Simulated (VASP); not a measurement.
# Ni (P6_3/mmc) in VASP: relaxation of cell and atoms with PBE+D3(BJ)

Aim: the relaxation of cell and atoms of Ni with PBE+D3(BJ).

All numbers are computed with VASP 6.6.1; they aren't measurements. Logs are shortened: lines on timing, memory, paths and dates and some standing lists are left out, and cuts for length are marked.

## (1) The cell of the first run

It takes space group P6_3/mmc (No. 194, hexagonal). Conventional cell: a = 2.448 Å, b = 2.448 Å, c = 4.073 Å, α = 90.00°, β = 90.00°, γ = 120.00°. Ni (site symmetry -6m2) has 12 Ni at 2.45 to 2.48 Å within 3.2 Å.

## (2) Relaxation of cell and atoms, PBE+D3(BJ), collinear spin, ferromagnetic start

INCAR

```
SYSTEM = Ni
ALGO = Normal
EDIFF = 1E-6
EDIFFG = -0.005
ENCUT = 600
GGA = PE
IBRION = 2
ISIF = 3
ISMEAR = 0
ISPIN = 2
IVDW = 12
LASPH = .TRUE.
LCHARG = .FALSE.
LMAXMIX = 4
LORBIT = 11
LREAL = .FALSE.
LWAVE = .FALSE.
MAGMOM = 0.72 0.72
NELM = 150
NSW = 100
PREC = Accurate
SIGMA = 0.1
```

KPOINTS

```
k-points
0
G
  21 21 10
  0 0 0
```

POSCAR

```
Ni
1.0
    2.4480228978      0.0000000000      0.0000000000
   -1.2240114489      2.1200500186      0.0000000000
    0.0000000000      0.0000000000      4.0728075700
Ni
2
Direct
    0.3333333300      0.6666666700      0.2500000000
    0.6666666700      0.3333333300      0.7500000000
```

Potentials or basis: VASP PAW PBE potentials, release 64 (Ni).

The run is started by

```sh
> cat potpaw_PBE.64/Ni/POTCAR > POTCAR
> mpirun -np 1 vasp_std > vasp.out
```

OUTCAR:

```text
SYSTEM = Ni
   EDIFF = 1E-6
   EDIFFG = -0.005
   ENCUT = 600
   GGA = PE
   IBRION = 2
   ISIF = 3
   ISMEAR = 0
   ISPIN = 2
   IVDW = 12
   LASPH = .TRUE.
   LORBIT = 11
   LREAL = .FALSE.
   NELM = 150
   NSW = 100
   PREC = Accurate
 IVDW          = 12

 ion  position               nearest neighbor table
   1  0.333  0.667  0.250-   2 2.48   2 2.48   2 2.48   2 2.48   2 2.48   2 2.48
   2  0.667  0.333  0.750-   1 2.48   1 2.48   1 2.48   1 2.48   1 2.48   1 2.48

  LATTYP: Found a hexagonal cell.
 ALAT       =     2.4480228978
 C/A-ratio  =     1.6637130207

  Lattice vectors:

 A1 = (   2.4480228978,   0.0000000000,   0.0000000000)
 A2 = (  -1.2240114489,   2.1200500186,   0.0000000000)
 A3 = (   0.0000000000,   0.0000000000,   4.0728075700)

Analysis of symmetry for initial positions (statically):
=====================================================================
 Subroutine PRICEL returns:
 Original cell was already a primitive cell.

 Routine SETGRP: Setting up the symmetry group for a
 hexagonal supercell.

 Subroutine GETGRP returns: Found 24 space group operations
 (whereof 12 operations were pure point group operations)
 out of a pool of 24 trial point group operations.

The static configuration has the point symmetry D_3d.
 The point group associated with its full space group is D_6h.

Analysis of symmetry for dynamics (positions and initial velocities):
=====================================================================
 Subroutine PRICEL returns:
 Original cell was already a primitive cell.

 Routine SETGRP: Setting up the symmetry group for a
 hexagonal supercell.

 Subroutine GETGRP returns: Found 24 space group operations
 (whereof 12 operations were pure point group operations)
 out of a pool of 24 trial point group operations.

The dynamic configuration has the point symmetry D_3d.
 The point group associated with its full space group is D_6h.

Analysis of structural, dynamic, and magnetic symmetry:
=====================================================================
 Subroutine PRICEL returns:
 Original cell was already a primitive cell.

 Routine SETGRP: Setting up the symmetry group for a
 hexagonal supercell.

 Subroutine GETGRP returns: Found 24 space group operations
 (whereof 12 operations were pure point group operations)
 out of a pool of 24 trial point group operations.

The overall configuration has the point symmetry D_3d.
 The point group associated with its full space group is D_6h.

 Subroutine INISYM returns: Found 24 space group operations
 (whereof 12 operations are pure point group operations),
 and found     1 'primitive' translations

----------------------------------------------------------------------------------------

                                     Primitive cell

  volume of cell :      21.1376

  direct lattice vectors                    reciprocal lattice vectors
     2.448022898  0.000000000  0.000000000     0.408492911  0.235843492  0.000000000
    -1.224011449  2.120050019  0.000000000     0.000000000  0.471686984  0.000000000
     0.000000000  0.000000000  4.072807570     0.000000000  0.000000000  0.245530873

  length of vectors
     2.448022898  2.448022898  4.072807570     0.471686984  0.471686984  0.245530873

  position of ions in fractional coordinates (direct lattice)
     0.333333330  0.666666670  0.250000000
     0.666666670  0.333333330  0.750000000

  ion indices of the primitive-cell ions
   primitive index   ion index
                 1           1
                 2           2

----------------------------------------------------------------------------------------

 KPOINTS: k-points

Automatic generation of k-mesh.
 Grid dimensions read from file:
 generate k-points for:   21   21   10

 Generating k-lattice:

  Cartesian coordinates                     Fractional coordinates (reciprocal lattice)
     0.019452043  0.011230642  0.000000000     0.047619048  0.000000000  0.000000000
     0.000000000  0.022461285  0.000000000     0.000000000  0.047619048  0.000000000
     0.000000000  0.000000000  0.024553087     0.000000000  0.000000000  0.100000000

  Length of vectors
     0.022461285  0.022461285  0.024553087

  Shift w.r.t. Gamma in fractional coordinates (k-lattice)
     0.000000000  0.000000000  0.000000000

 Subroutine IBZKPT returns following result:
 ===========================================

 Found    288 irreducible k-points:

 Following reciprocal coordinates:
            Coordinates               Weight
  0.000000  0.000000  0.000000      1.000000
  0.047619  0.000000  0.000000      6.000000
  0.095238  0.000000  0.000000      6.000000
  0.142857  0.000000  0.000000      6.000000
  0.190476  0.000000  0.000000      6.000000
  0.238095  0.000000  0.000000      6.000000
[... 16 lines left out ...]
  0.142857  0.095238  0.000000     12.000000
  0.190476  0.095238  0.000000     12.000000
 [... further k-points ...]
   k-points           NKPTS =    288   k-points in BZ     NKDIM =    288   number of bands    NBANDS=     15
   number of dos      NEDOS =    301   number of ions     NIONS =      2
   total plane-waves  NPLWV =  14400
   dimension x,y,z NGX =    20 NGY =   20 NGZ =   36
   dimension x,y,z NGXF=    40 NGYF=   40 NGZF=   72
   ions per type =               2
   NGX,Y,Z   is equivalent  to a cutoff of  13.58, 13.58, 14.69 a.u.
   NGXF,Y,Z  is equivalent  to a cutoff of  27.16, 27.16, 29.39 a.u.
 SYSTEM =  Ni
   PREC   = accura    normal or accurate (medium, high low for compatibility)
   ISTART =      0    job   : 0-new  1-cont  2-samecut
   ICHARG =      2    charge: 1-file 2-atom 10-const
   ISPIN  =      2    spin polarized calculation?
   LNONCOLLINEAR =      F non collinear calculations
   LSORBIT =      F    spin-orbit coupling
   LASPH  =      T    aspherical Exc in radial PAW
   ENCUT  =  600.0 eV  44.10 Ry    6.64 a.u.   4.89  4.89  8.13*2*pi/ulx,y,z
   NELM   =    150;   NELMIN=  2; NELMDL= -5     # of ELM steps
   EDIFF  = 0.1E-05   stopping-criterion for ELM
   LREAL  =      F    real-space projection
   EDIFFG = -.5E-02   stopping-criterion for IOM
   NSW    =    100    number of steps for IOM
   IBRION =      2    ionic relax: 0-MD 1-quasi-New 2-CG
   NFREE  =      1    steps in history (QN), initial steepest desc. (CG)
   ISIF   =      3    stress and relaxation
   ISYM   =      2    0-nonsym 1-usesym 2-fastsym
   POTIM  = 0.5000    time-step for ionic-motion
   TEBEG  =    0.0;   TEEND  =   0.0 temperature during run
   PSTRESS=    0.0 pullay stress
   NELECT =      20.0000    total number of electrons
   NUPDOWN=      -1.0000    fix difference up-down
   EMIN   =  10.00;   EMAX   =-10.00  energy-range for DOS
   EFERMI =   0.00;   METHOD = LEGACY
   ISMEAR =     0;   SIGMA  =   0.10  broadening in eV -4-tet -1-fermi 0-gaus
   EFERMI_NEDOS =   21; number of points for ismear=-14 and -15
   IALGO  =     38    algorithm
   IMIX   =      4    mixing-type and parameters
     AMIX     =   0.40;   BMIX     =  1.00
     AMIX_MAG =   1.60;   BMIX_MAG =  1.00
  volume/ion in A,a.u.               =      10.57        71.32
  Fermi-wavevector in a.u.,A,eV,Ry     =   1.607187  3.037143 35.144518  2.583049
  Thomas-Fermi vector in A             =   2.703255
   LORBIT       =     11    0 simple, 1 ext, 2 COOP (PROOUT), +10 PAW based schemes
   GGA     = PE    functional components
   LHFCALC =     F    Hartree Fock is set to
   AEXX    =    0.0000 exact exchange contribution
   IVDW    =    12    specifies the selected vdW correction
   LEPSILON=     F    determine dielectric tensor
   LRPA    =     F    only Hartree local field effects (RPA)
 conjugate gradient relaxation of ions
 spin polarized calculation
 Gauss-broadening in eV      SIGMA  =   0.10
  energy-cutoff  :      600.00
  volume of cell :       21.14
 maximum number of plane-waves:       728
 NGX is ok and might be reduce to    20
   NGX =  9   NGY =  9   NGZ = 17

--------------------------------------- Ionic step        1  -------------------------------------------

 number of electron      20.0000004 magnetization       1.2338987

 Free energy of the ion-electron system (eV)
  ---------------------------------------------------
  ext. energy  EPLUGINS =         0.00000000
  ---------------------------------------------------
  free energy    TOTEN  =       -10.88114619 eV

  energy without entropy =      -10.85940380  energy(sigma->0) =      -10.87027500

------------------------ aborting loop because EDIFF is reached ----------------------------------------

 Edisp (eV)   -0.95357

 E8    (eV) :    -0.4124

  FORCE on cell =-STRESS in cart. coord.  units (eV):
  Direction    XX          YY          ZZ          XY          YZ          ZX
  --------------------------------------------------------------------------------------
  -------------------------------------------------------------------------------------
  Total       0.03291     0.03291    -0.35514     0.00000    -0.00000     0.00000
  in kB       2.49450     2.49450   -26.91849     0.00000    -0.00000     0.00000
  external pressure =       -7.31 kB  Pullay stress =        0.00 kB

 VOLUME and BASIS-vectors are now :
 -----------------------------------------------------------------------------
  energy-cutoff  :      600.00
  volume of cell :       21.14
      direct lattice vectors                 reciprocal lattice vectors
     2.448022898  0.000000000  0.000000000     0.408492911  0.235843492  0.000000000
    -1.224011449  2.120050019  0.000000000     0.000000000  0.471686984  0.000000000
     0.000000000  0.000000000  4.072807570     0.000000000  0.000000000  0.245530873
[... 121 lines left out ...]
 POSITION                                       TOTAL-FORCE (eV/Angst)
 -----------------------------------------------------------------------------------
     -0.00000      1.41903      1.00844        -0.000000     -0.000000      0.000000
      1.22892      0.70952      3.02532         0.000000      0.000000      0.000000
 -----------------------------------------------------------------------------------
    total drift:                               -0.000000      0.000000     -0.000000

  FREE ENERGIE OF THE ION-ELECTRON SYSTEM (eV)
  ---------------------------------------------------
  free  energy   TOTEN  =       -11.8362878769 eV

  energy  without entropy=      -11.8139900672  energy(sigma->0) =      -11.82513897

--------------------------------------- Ionic step        5  -------------------------------------------

 number of electron      19.9999998 magnetization       1.2455197

 Free energy of the ion-electron system (eV)
  ---------------------------------------------------
  ext. energy  EPLUGINS =         0.00000000
  ---------------------------------------------------
  free energy    TOTEN  =       -10.87967932 eV

  energy without entropy =      -10.85747311  energy(sigma->0) =      -10.86857622

 E-fermi :   9.8613     XC(G=0): -13.4451

 val. band max:        9.8612588856   @ k =   0.3333   0.2857   0.4000
 cond. band min:       9.8621502977   @ k =   0.3333   0.1429   0.1000
 fundamental gap:      0.0008914121
 Fermi energy:         9.8612640280

 spin component 1

 k-point     1 :       0.0000    0.0000    0.0000
  band No.  band energies     occupation
      1       0.6000      1.00000
      2       4.8379      1.00000
      3       7.3303      1.00000
      4       7.4387      1.00000
      5       7.4387      1.00000
      6       7.7165      1.00000
      7       7.7165      1.00000
      8       8.1594      1.00000
      9       8.1594      1.00000
     10       9.1368      1.00000
     11       9.1368      1.00000
     12       9.4164      1.00000
     13      15.6539      0.00000
     14      32.7764      0.00000
     15      34.9402      0.00000
[... 397 lines left out ...]
 k-point    24 :       0.1905    0.0952    0.0000
  band No.  band energies     occupation
      1       2.7180      1.00000
      2       5.7906      1.00000
      3       6.5108      1.00000
      4       6.6506      1.00000
      5       7.3983      1.00000
      6       7.5705      1.00000
      7       7.9762      1.00000
      8       8.0360      1.00000
      9       8.3694      1.00000
     10       8.6301      1.00000
     11       9.2351      1.00000
     12      14.0384      0.00000
     13      16.2468      0.00000
     14      23.1950      0.00000
     15      25.8140      0.00000

 [... further k-points ...]

 spin component 2

 k-point     1 :       0.0000    0.0000    0.0000
  band No.  band energies     occupation
      1       0.5730      1.00000
      2       5.2326      1.00000
      3       8.0263      1.00000
      4       8.1031      1.00000
      5       8.1031      1.00000
      6       8.3999      1.00000
      7       8.3999      1.00000
      8       8.8264      1.00000
      9       8.8264      1.00000
     10       9.3663      1.00000
     11       9.8453      0.58926
     12       9.8453      0.58926
     13      16.0608      0.00000
     14      32.6436      0.00000
     15      35.0379      0.00000
[... 440 lines left out ...]
 POSITION                                       TOTAL-FORCE (eV/Angst)
 -----------------------------------------------------------------------------------
     -0.00000      1.41759      1.00896        -0.000000     -0.000000      0.000000
      1.22767      0.70880      3.02689         0.000000      0.000000      0.000000
 -----------------------------------------------------------------------------------
    total drift:                               -0.000000      0.000000     -0.000000

  FREE ENERGIE OF THE ION-ELECTRON SYSTEM (eV)
  ---------------------------------------------------
  free  energy   TOTEN  =       -11.8363461913 eV

  energy  without entropy=      -11.8141399824  energy(sigma->0) =      -11.82524309

 reached required accuracy - stopping structural energy minimisation

 total charge

# of ion       s       p       d       tot
------------------------------------------
    1        0.510   0.526   8.333   9.370
    2        0.510   0.526   8.333   9.370
--------------------------------------------------
tot          1.021   1.052  16.666  18.739

 magnetization (x)

# of ion       s       p       d       tot
------------------------------------------
    1       -0.005  -0.024   0.660   0.631
    2       -0.005  -0.024   0.660   0.631
--------------------------------------------------
tot         -0.010  -0.049   1.321   1.263
```

Wall time 4.7 min (1 thread of AMD EPYC 9R45 (Zen 5), shared host); peak memory 0.26 GiB.

What came out:

```
Free energy                                           : -11.8363 eV
Relaxed volume                                        : 10.54 Å³/atom
Relaxed cell                                          : a = 2.455 Å, b = 2.455 Å, c = 4.036 Å, α = 90.00°, β = 90.00°, γ = 120.00°
Space group after relaxing (to 0.05 Å)                : P6_3/mmc (No. 194)
Energy gained by relaxing                             : 0.8 meV/atom
Ionic steps                                           : 5
Pressure after relaxing                               : 0.0 GPa
Net moment                                            : 1.25 μB per cell
Site moments                                          : Ni +0.63 μB
Valence electrons inside the program's atomic spheres : Ni 9.37
Dispersion energy per atom                            : -0.478 eV
```

Step by step:
| step | energy change (eV) | largest force (eV/Å) | pressure (GPa) | volume (Å³) |
| --- | --- | --- | --- | --- |
| 1 | 0.0000 | 0.0000 | -0.73 | 21.14 |
| 2 | -0.0014 | 0.0000 | 0.79 | 20.99 |
| 3 | -0.0014 | 0.0000 | 0.73 | 21.00 |
| 4 | -0.0016 | 0.0000 | -0.24 | 21.10 |
| 5 | -0.0016 | 0.0000 | -0.02 | 21.07 |

Final structure:
```
Ni
1.0
     2.45534    0.00000    0.00000
    -1.22767    2.12639    0.00000
     0.00000    0.00000    4.03585
Ni
2
Direct
  0.33333 0.66667 0.25000
  0.66667 0.33333 0.75000
```

Caveat: pairwise dispersion overbinds metals, which lowers pressure and volume.
